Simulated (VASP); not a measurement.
A run of VASP 6.6.1 is set up as follows.

Contents of INCAR:

```
ALGO = Normal
EDIFF = 1E-6
ENCUT = 520
GGA = CA
ISIF = 2
ISMEAR = -1
LASPH = T
LCHARG = T
LELF = T
LREAL = F
LVHAR = T
LWAVE = F
NBANDS = 11
NELM = 100
PREC = Accurate
SIGMA = 0.03
```

Contents of KPOINTS:

```
k-points
0
Gamma
  13 13 13
```

POSCAR

```
Hf
1.0
    0.0000000000      2.1899963220      2.1899963220
    2.1899963220      0.0000000000      2.1899963220
    2.1899963220      2.1899963220      0.0000000000
Hf
1
Direct
    0.0000000000      0.0000000000      0.0000000000
```

Potentials or basis: VASP PAW LDA potentials, release 64 (Hf_pv).

Launch:

```console
$ cat potpaw_LDA.64/Hf_pv/POTCAR > POTCAR
$ mpirun -np 1 vasp_std > vasp.out
```

(1) What does it give for the band gap on the k mesh?

(2) Predict the pressure.

Results:

(1) zero (band 5 reaches 6.42 eV, above the bottom of band 6 at 4.49 eV).

(2) -1.1 GPa.

Caveat: spin-orbit coupling is left out, which moves the levels of the heavy elements.
